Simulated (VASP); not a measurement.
Set up this calculation in VASP 6.6.1, as the native input.

```
Task                   : single point
Functional             : PBEsol
Potentials or basis    : VASP PAW PBE potentials, release 64 (Ba_sv, Ti_sv, O)
Cutoff                 : 520 eV
k mesh                 : 6 × 6 × 6
Occupations            : gaussian, width 0.01 eV
Spin                   : no spin polarisation
Dipole correction      : no
Further INCAR settings : ALGO = Normal; EDIFF = 1e-06; NBANDS = 28
```

The structure of BaTiO3 lies in POSCAR:

```
BaTiO3
1.0
    3.9555018086      0.0000000000      0.0000000000
    0.0000000000      3.9555018086      0.0000000000
    0.0000000000      0.0000000000      4.0437767177
Ba Ti O
1 1 3
Direct
    0.0000000000      0.0000000000     -0.0019164597
    0.5000000000      0.5000000000      0.4828719791
    0.5000000000      0.5000000000      0.0278088733
    0.5000000000      0.0000000000      0.5171178037
    0.0000000000      0.5000000000      0.5171178037
```

One way to write it, as run:

INCAR

```
PREC = Accurate ; ENCUT = 520
EDIFF = 1E-6 ; ISMEAR = 0
SIGMA = 0.01 ; LREAL = False
LASPH = True ; NELM = 60
ALGO = Normal ; ISIF = 2
LWAVE = False ; LCHARG = False
GGA = PS ; NBANDS = 28
```

KPOINTS

```
regular mesh
0
Gamma
  6 6 6
```

Potentials or basis: VASP PAW PBE potentials, release 64 (Ba_sv, Ti_sv, O).

Run with:

```console
$ cat potpaw_PBE.64/Ba_sv/POTCAR potpaw_PBE.64/Ti_sv/POTCAR potpaw_PBE.64/O/POTCAR > POTCAR
$ mpirun -np 1 vasp_std > vasp.out
```

It gave:

```json
{"Pressure": "2.0 GPa", "Largest force": "0.054 eV/Å", "Band gap on the k mesh": "1.78 eV, indirect (least direct gap 2.19 eV)"}
```

Caveat: the PAW data sets were made with another functional, which shifts forces and pressure a little; spin-orbit coupling is left out, which moves the levels of the heavy elements.

It took 38 s on 1 thread of AMD EPYC 9R45 96-Core Processor (Zen 5), with other jobs on the host, peak memory 0.18 GiB.
